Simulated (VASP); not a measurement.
Write the native input for VASP 6.6.1 that does the following.

```yaml
Task: single point
Functional: PBEsol
Potentials_or_basis: VASP PAW PBE potentials, release 64 (Cu, Pd)
Cutoff: 520 eV
k_mesh: 16 × 16 × 16
Occupations: fermi-dirac, width 0.1 eV
Spin: no spin polarisation
Dipole_correction: no
Further_INCAR_settings: ALGO = Normal; EDIFF = 1e-06; NBANDS = 18
```

The structure of CuPd (Skaergaardite) lies in POSCAR:

```
CuPd
1.0
    2.9416892669      0.0000000000      0.0000000000
    0.0000000000      2.9416892669      0.0000000000
    0.0000000000      0.0000000000      2.9416892669
Cu Pd
1 1
Direct
    0.0000000000      0.0000000000      0.0000000000
    0.5000000000      0.5000000000      0.5000000000
```

One way to write it, as run:

INCAR

```
SYSTEM = CuPd
  ALGO = Normal
  EDIFF = 1E-6
  ENCUT = 520
  GGA = PS
  ISIF = 2
  ISMEAR = -1
  LASPH = .True.
  LCHARG = .True.
  LELF = .True.
  LREAL = .False.
  LVHAR = .True.
  LWAVE = .False.
  NBANDS = 18
  NELM = 80
  PREC = Accurate
  SIGMA = 0.1
```

KPOINTS

```
k-points
0
Gamma
  16 16 16
  0 0 0
```

Potentials or basis: VASP PAW PBE potentials, release 64 (Cu, Pd).

Run with:

```bash
$ cat potpaw_PBE.64/Cu/POTCAR potpaw_PBE.64/Pd/POTCAR > POTCAR
$ mpirun -np 1 vasp_std > vasp.out
```

It gave:

```json
{"Pressure": "4.3 GPa"}
```

Caveat: the PAW data sets were made with another functional, which shifts forces and pressure a little.

Run time: 67 s on 1 thread of Intel(R) Xeon(R) Platinum 8259CL CPU @ 2.50GHz (Skylake/Cascade Lake) (shared host), peak memory 0.2 GiB.
